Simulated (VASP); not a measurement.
# Hf2ZrC3 (P-3m1) in VASP: further runs, part 2 of 2

VASP 6.6.1.

## 3. Relaxation of cell and atoms, PBE

This run uses another cell than the first one, of 12.73 Å³/atom.

Input file INCAR:

```
PREC     = Accurate       # precision mode
ENCUT    = 600            # plane-wave cutoff, eV
EDIFF    = 1E-6           # SCF threshold, eV
ISMEAR   = 0              # smearing method
SIGMA    = 0.1            # smearing width, eV
LREAL    = F              # projectors in reciprocal space
LASPH    = T              # aspherical terms in the spheres
NELM     = 60             # most SCF steps
ALGO     = Normal         # electronic algorithm
ISIF     = 3              # what is computed and relaxed
LWAVE    = F              # write WAVECAR
LCHARG   = F              # write CHGCAR
GGA      = PE             # functional
IBRION   = 2              # ionic algorithm
NSW      = 100            # ionic steps
EDIFFG   = -0.01          # ionic threshold
```

Input file KPOINTS:

```
regular mesh
0
Gamma
  12 12 4
```

Input file POSCAR:

```
Hf2ZrC3
1.0
    3.3049820648      0.0000000000      0.0000000000
   -1.6524910324      2.8621984271      0.0000000000
    0.0000000000      0.0000000000      8.0765206756
Zr Hf C
1 2 3
Direct
    0.0000000000      0.0000000000      0.0000000000
    0.6666666667      0.3333333333      0.6656380600
    0.3333333333      0.6666666667      0.3343619400
    0.3333333333      0.6666666667      0.8305013421
    0.6666666667      0.3333333333      0.1694986579
    0.0000000000      0.0000000000      0.5000000000
```

Potentials or basis: VASP PAW PBE potentials, release 64 (Zr_sv, Hf_pv, C).

Launch:

```sh
cat potpaw_PBE.64/Zr_sv/POTCAR potpaw_PBE.64/Hf_pv/POTCAR potpaw_PBE.64/C/POTCAR > POTCAR
mpirun -np 1 vasp_std > vasp.out
```

OUTCAR:

```text
PREC = Accurate
   ENCUT = 600
   EDIFF = 1E-6
   ISMEAR = 0
   LREAL = F
   LASPH = T
   NELM = 60
   ISIF = 3
   GGA = PE
   IBRION = 2
   NSW = 100
   EDIFFG = -0.01

 ion  position               nearest neighbor table
   1  0.000  0.000  0.000-   4 2.35   5 2.35   4 2.35   5 2.35   5 2.35   4 2.35   2 3.31   3 3.31
                             3 3.31   2 3.31   3 3.31   2 3.31
   2  0.667  0.333  0.666-   4 2.33   4 2.33   4 2.33   6 2.33   6 2.33   6 2.33   3 3.29   3 3.29
                             3 3.29   1 3.31   1 3.31   1 3.31
   3  0.333  0.667  0.334-   5 2.33   5 2.33   5 2.33   6 2.33   6 2.33   6 2.33   2 3.29   2 3.29
                             2 3.29   1 3.31   1 3.31   1 3.31
   4  0.333  0.667  0.831-   2 2.33   2 2.33   2 2.33   1 2.35   1 2.35   1 2.35
   5  0.667  0.333  0.169-   3 2.33   3 2.33   3 2.33   1 2.35   1 2.35   1 2.35
   6  0.000  0.000  0.500-   2 2.33   3 2.33   3 2.33   2 2.33   2 2.33   3 2.33

  LATTYP: Found a hexagonal cell.
 ALAT       =     3.3049820648
 C/A-ratio  =     2.4437411512

  Lattice vectors:

 A1 = (   3.3049820648,   0.0000000000,   0.0000000000)
 A2 = (  -1.6524910324,   2.8621984271,   0.0000000000)
 A3 = (   0.0000000000,   0.0000000000,   8.0765206756)

Analysis of symmetry for initial positions (statically):
=====================================================================
 Subroutine PRICEL returns:
 Original cell was already a primitive cell.

 Routine SETGRP: Setting up the symmetry group for a
 hexagonal supercell.

 Subroutine GETGRP returns: Found 12 space group operations
 (whereof 12 operations were pure point group operations)
 out of a pool of 24 trial point group operations.

The static configuration has the point symmetry D_3d.

Analysis of symmetry for dynamics (positions and initial velocities):
=====================================================================
 Subroutine PRICEL returns:
 Original cell was already a primitive cell.

 Routine SETGRP: Setting up the symmetry group for a
 hexagonal supercell.

 Subroutine GETGRP returns: Found 12 space group operations
 (whereof 12 operations were pure point group operations)
 out of a pool of 24 trial point group operations.

The dynamic configuration has the point symmetry D_3d.

 Subroutine INISYM returns: Found 12 space group operations
 (whereof 12 operations are pure point group operations),
 and found     1 'primitive' translations

----------------------------------------------------------------------------------------

                                     Primitive cell

  volume of cell :      76.4000

  direct lattice vectors                    reciprocal lattice vectors
     3.304982065  0.000000000  0.000000000     0.302573503  0.174690893  0.000000000
    -1.652491032  2.862198427  0.000000000     0.000000000  0.349381787  0.000000000
     0.000000000  0.000000000  8.076520676     0.000000000  0.000000000  0.123815692

  length of vectors
     3.304982065  3.304982065  8.076520676     0.349381787  0.349381787  0.123815692
[... 49 lines left out ...]
  0.250000 -0.000000  0.000000      6.000000
  0.333333  0.000000  0.000000      6.000000
  0.416667  0.000000  0.000000      6.000000
[... 16 lines left out ...]
  0.166667  0.000000  0.250000      6.000000
  0.000000  0.166667  0.250000      6.000000
 [... further k-points ...]
   k-points           NKPTS =     69   k-points in BZ     NKDIM =     69   number of bands    NBANDS=     26
   number of dos      NEDOS =    301   number of ions     NIONS =      6
   total plane-waves  NPLWV =  54880
   dimension x,y,z NGX =    28 NGY =   28 NGZ =   70
   dimension x,y,z NGXF=    56 NGYF=   56 NGZF=  140
   ions per type =               1   2   3
   NGX,Y,Z   is equivalent  to a cutoff of  14.08, 14.08, 14.41 a.u.
   NGXF,Y,Z  is equivalent  to a cutoff of  28.17, 28.17, 28.82 a.u.
 SYSTEM =  unknown system
   PREC   = accura    normal or accurate (medium, high low for compatibility)
   ISTART =      0    job   : 0-new  1-cont  2-samecut
   ICHARG =      2    charge: 1-file 2-atom 10-const
   ISPIN  =      1    spin polarized calculation?
   LNONCOLLINEAR =      F non collinear calculations
   LSORBIT =      F    spin-orbit coupling
   LASPH  =      T    aspherical Exc in radial PAW
   ENCUT  =  600.0 eV  44.10 Ry    6.64 a.u.   6.60  6.60 16.13*2*pi/ulx,y,z
   NELM   =     60;   NELMIN=  2; NELMDL= -5     # of ELM steps
   EDIFF  = 0.1E-05   stopping-criterion for ELM
   LREAL  =      F    real-space projection
   EDIFFG = -.1E-01   stopping-criterion for IOM
   NSW    =    100    number of steps for IOM
   IBRION =      2    ionic relax: 0-MD 1-quasi-New 2-CG
   NFREE  =      1    steps in history (QN), initial steepest desc. (CG)
   ISIF   =      3    stress and relaxation
   ISYM   =      2    0-nonsym 1-usesym 2-fastsym
   POTIM  = 0.5000    time-step for ionic-motion
   TEBEG  =    0.0;   TEEND  =   0.0 temperature during run
   PSTRESS=    0.0 pullay stress
   NELECT =      44.0000    total number of electrons
   NUPDOWN=      -1.0000    fix difference up-down
   EMIN   =  10.00;   EMAX   =-10.00  energy-range for DOS
   EFERMI =   0.00;   METHOD = LEGACY
   ISMEAR =     0;   SIGMA  =   0.10  broadening in eV -4-tet -1-fermi 0-gaus
   EFERMI_NEDOS =   21; number of points for ismear=-14 and -15
   IALGO  =     38    algorithm
   IMIX   =      4    mixing-type and parameters
     AMIX     =   0.40;   BMIX     =  1.00
     AMIX_MAG =   1.60;   BMIX_MAG =  1.00
  volume/ion in A,a.u.               =      12.73        85.93
  Fermi-wavevector in a.u.,A,eV,Ry     =   1.362055  2.573911 25.241447  1.855194
  Thomas-Fermi vector in A             =   2.488578
   LORBIT       =      0    0 simple, 1 ext, 2 COOP (PROOUT), +10 PAW based schemes
   GGA     = PE    functional components
   LHFCALC =     F    Hartree Fock is set to
   AEXX    =    0.0000 exact exchange contribution
   IVDW    =     0    specifies the selected vdW correction
   LEPSILON=     F    determine dielectric tensor
   LRPA    =     F    only Hartree local field effects (RPA)
 conjugate gradient relaxation of ions
 non-spin polarized calculation
 Gauss-broadening in eV      SIGMA  =   0.10
  energy-cutoff  :      600.00
  volume of cell :       76.40
 maximum number of plane-waves:      2600
 NGX is ok and might be reduce to    28
   NGX = 13   NGY = 13   NGZ = 33

--------------------------------------- Ionic step        1  -------------------------------------------

 number of electron      44.0000001 magnetization

 Free energy of the ion-electron system (eV)
  ---------------------------------------------------
  ext. energy  EPLUGINS =         0.00000000
  ---------------------------------------------------
  free energy    TOTEN  =       -61.54728700 eV

  energy without entropy =      -61.54361336  energy(sigma->0) =      -61.54545018

------------------------ aborting loop because EDIFF is reached ----------------------------------------

  FORCE on cell =-STRESS in cart. coord.  units (eV):
  Direction    XX          YY          ZZ          XY          YZ          ZX
  --------------------------------------------------------------------------------------
  -------------------------------------------------------------------------------------
  Total       -0.3360527     -0.3360527      0.1080399      0.0000000      0.0000000     -0.0000000
  in kB       -7.0473337     -7.0473337      2.2656957      0.0000000      0.0000000     -0.0000000
  external PRESSURE =      -3.9429906 kB  Pullay stress =       0.0000000 kB
[... 227 lines left out ...]
--------------------------------------- Ionic step        7  -------------------------------------------

 number of electron      44.0000001 magnetization

 Free energy of the ion-electron system (eV)
  ---------------------------------------------------
  ext. energy  EPLUGINS =         0.00000000
  ---------------------------------------------------
  free energy    TOTEN  =       -61.54791543 eV

  energy without entropy =      -61.54437027  energy(sigma->0) =      -61.54614285

 E-fermi :   7.2024     XC(G=0): -12.2311

 val. band max:        7.1954719751   @ k =   0.4167   0.0000   0.0000
 cond. band min:       7.2563043322   @ k =   0.0833   0.0000   0.2500
 fundamental gap:      0.0608323571
 Fermi energy:         7.2023644555

 k-point     1 :       0.0000    0.0000    0.0000
  band No.  band energies     occupation
      1     -40.8976      2.00000
      2     -22.8735      2.00000
      3     -22.5541      2.00000
      4     -22.4254      2.00000
      5     -22.4254      2.00000
      6     -22.3904      2.00000
[... 685 lines left out ...]
     25       9.4734      0.00000
     26       9.7954      0.00000

 [... further k-points ...]

------------------------ aborting loop because EDIFF is reached ----------------------------------------

  FORCE on cell =-STRESS in cart. coord.  units (eV):
  Direction    XX          YY          ZZ          XY          YZ          ZX
  --------------------------------------------------------------------------------------
  -------------------------------------------------------------------------------------
  Total       -0.0168345     -0.0168345     -0.0171016      0.0000000      0.0000000      0.0000000
  in kB       -0.3535953     -0.3535953     -0.3592042      0.0000000      0.0000000      0.0000000
  external PRESSURE =      -0.3554649 kB  Pullay stress =       0.0000000 kB
[... 21 lines left out ...]
  FREE ENERGIE OF THE ION-ELECTRON SYSTEM (eV)
  ---------------------------------------------------
  free  energy   TOTEN  =       -61.5479154264 eV

  energy  without entropy=      -61.5443702660  energy(sigma->0) =      -61.54614285

 reached required accuracy - stopping structural energy minimisation
```

Wall time 16 min (1 thread of Intel Xeon Platinum 8259CL at 2.50GHz (Skylake/Cascade Lake), shared host); peak memory 0.36 GiB.

What came out:

| Quantity | Value |
| --- | --- |
| Free energy | -61.5479 eV |
| Relaxed volume | 12.71 Å³/atom |
| Relaxed cell | a = 3.300 Å, b = 3.300 Å, c = 8.087 Å, α = 90.00°, β = 90.00°, γ = 120.00° |
| Space group after relaxing (to 0.1 Å) | P-3m1 (No. 164) |
| Energy gained by relaxing | 0.1 meV/atom |
| Ionic steps | 7 |
| Pressure after relaxing | 0.0 GPa |
| Largest force after relaxing | 0.008 eV/Å |
| Band gap on the k mesh | zero (bands 22 and 23 overlap by 1.38 eV) |

Forces on the atoms (eV/Å):
```
Zr   0.000  0.000  0.000
Hf   0.000  0.000 -0.003
Hf   0.000  0.000  0.003
C    0.000  0.000 -0.008
C    0.000  0.000  0.008
C    0.000  0.000  0.000
```

The path:
```
step  energy change (eV)  largest force (eV/Å)  pressure (GPa)  volume (Å³)
   1              0.0000                0.0221           -0.39        76.40
   2             -0.0002                0.0073            0.67        76.05
   3             -0.0005                0.0149            0.22        76.21
   4             -0.0005                0.0146            0.15        76.22
   5             -0.0005                0.0143            0.13        76.22
   6             -0.0006                0.0053           -0.10        76.30
   7             -0.0006                0.0080           -0.04        76.28
```

Final structure:
```
Zr Hf C
1.0
     3.30014    0.00000    0.00000
    -1.65007    2.85801    0.00000
     0.00000    0.00000    8.08739
Zr Hf C
1 2 3
Direct
  0.00000 0.00000 0.00000
  0.66667 0.33333 0.66555
  0.33333 0.66667 0.33445
  0.33333 0.66667 0.83037
  0.66667 0.33333 0.16963
  0.00000 0.00000 0.50000
```

Caveat: spin-orbit coupling is left out, which moves the levels of the heavy elements.

## 4. Relaxation of shape and atoms at fixed volume, PBE (13.12 Å³/atom)

This run uses another cell than the first one, of 13.12 Å³/atom.

Input file INCAR:

```
PREC = Accurate ; ENCUT = 600
EDIFF = 1E-6 ; ISMEAR = 0
SIGMA = 0.1 ; LREAL = False
LASPH = True ; NELM = 60
ALGO = Normal ; ISIF = 4
LWAVE = False ; LCHARG = False
GGA = PE ; IBRION = 2
NSW = 50 ; EDIFFG = -0.01
```

Input file KPOINTS:

```
Automatic mesh
0
Gamma
  12 12 4
```

Input file POSCAR:

```
Hf2ZrC3
1.0
    3.3348731648      0.0000000000      0.0000000000
   -1.6674365824      2.8880848791      0.0000000000
    0.0000000000      0.0000000000      8.1719873261
Zr Hf C
1 2 3
Direct
    0.0000000000      0.0000000000      0.0000000000
    0.6666666667      0.3333333333      0.6656596929
    0.3333333333      0.6666666667      0.3343403071
    0.3333333333      0.6666666667      0.8305862268
    0.6666666667      0.3333333333      0.1694137732
    0.0000000000      0.0000000000      0.5000000000
```

Launch:

```sh
cat potpaw_PBE.64/Zr_sv/POTCAR potpaw_PBE.64/Hf_pv/POTCAR potpaw_PBE.64/C/POTCAR > POTCAR
mpirun -np 1 vasp_std > vasp.out
```

Wall time 8.2 min (1 thread of Intel Xeon Platinum 8259CL at 2.50GHz (Skylake/Cascade Lake), shared host); peak memory 0.35 GiB.

The run converged. Its results:

```
Free energy                  : -61.4958 eV
Energy gained by relaxing    : 0.0 meV/atom
Ionic steps                  : 3
Pressure after relaxing      : -6.9 GPa
Largest force after relaxing : 0.004 eV/Å
Band gap on the k mesh       : zero (bands 22 and 23 overlap by 1.36 eV)
```

Forces on the atoms (eV/Å):
```
Zr   0.000  0.000  0.000
Hf   0.000  0.000 -0.004
Hf   0.000  0.000  0.004
C    0.000  0.000  0.002
C    0.000  0.000 -0.002
C    0.000  0.000  0.000
```

The path:
```csv
step,energy change (eV),largest force (eV/Å),pressure (GPa),volume (Å³)
1,0.0000,0.0410,-6.91,78.71
2,-0.0001,0.0119,-6.91,78.71
3,-0.0001,0.0036,-6.91,78.71
```

Final structure:
```yaml
crystal:
  lattice:
    - [3.33475, 0.00000, 0.00000]
    - [-1.66738, 2.88798, 0.00000]
    - [0.00000, 0.00000, 8.17257]
  atoms:
    - { symbol: Zr, position: [0.00000, 0.00000, 0.00000] }
    - { symbol: Hf, position: [0.66667, 0.33333, 0.66554] }
    - { symbol: Hf, position: [0.33333, 0.66667, 0.33446] }
    - { symbol: C, position: [0.33333, 0.66667, 0.83023] }
    - { symbol: C, position: [0.66667, 0.33333, 0.16977] }
    - { symbol: C, position: [0.00000, 0.00000, 0.50000] }
```

Levels at points of the mesh, in eV from the Fermi level:
| k point | band 18 | band 19 | band 20 | band 21 | band 22 | band 23 | band 24 | band 25 | band 26 |
| --- | --- | --- | --- | --- | --- | --- | --- | --- | --- |
| (0.00, 0.00, 0.00) | -2.31 | -2.31 | 0.96 | 0.96 | 0.96 | 1.25 | 1.26 | 1.26 | 3.06 |
| (0.50, 0.00, 0.00) | -2.39 | -2.35 | -2.33 | -1.67 | -0.08 | -0.08 | 2.72 | 3.02 | 4.71 |
| (0.00, 0.00, 0.50) | -1.45 | -0.82 | -0.82 | -0.81 | -0.81 | 1.93 | 1.93 | 2.19 | 2.27 |
| (0.50, 0.00, 0.50) | -2.86 | -2.32 | -2.20 | -1.08 | -0.99 | 0.64 | 0.74 | 4.67 | 4.81 |

Caveat: spin-orbit coupling is left out, which moves the levels of the heavy elements.

## 5. Overview

```tsv
task	cell	gap on the mesh (eV)	pressure (GPa)	largest force (eV/Å)
relaxation of shape and atoms at fixed volume	relaxed from a = 3.269, b = 3.269, c = 8.010 Å, angles 90.0, 90.0, 120.0°, 6 atoms, atomic positions A	none	7.1	0.01
relaxation of cell and atoms	relaxed from a = 3.305, b = 3.305, c = 8.077 Å, angles 90.0, 90.0, 120.0°, 6 atoms, atomic positions B	none	0.0	0.01
relaxation of shape and atoms at fixed volume	relaxed from a = 3.335, b = 3.335, c = 8.172 Å, angles 90.0, 90.0, 120.0°, 6 atoms, atomic positions A	none	-6.9	-
```

Alike in all rows: level PBE; potentials or basis VASP PAW PBE potentials, release 64 (Zr_sv, Hf_pv, C); no spin polarisation; k mesh 12 × 12 × 4; cutoff (eV) 600; smearing gaussian 0.1 eV.

Caveats: spin-orbit coupling is left out, which moves the levels of the heavy elements.

Total energies depend on the potentials used, so only differences within one code and one set of settings carry meaning.

The gap in the log of VASP goes by the Fermi energy; the results here count the filled bands.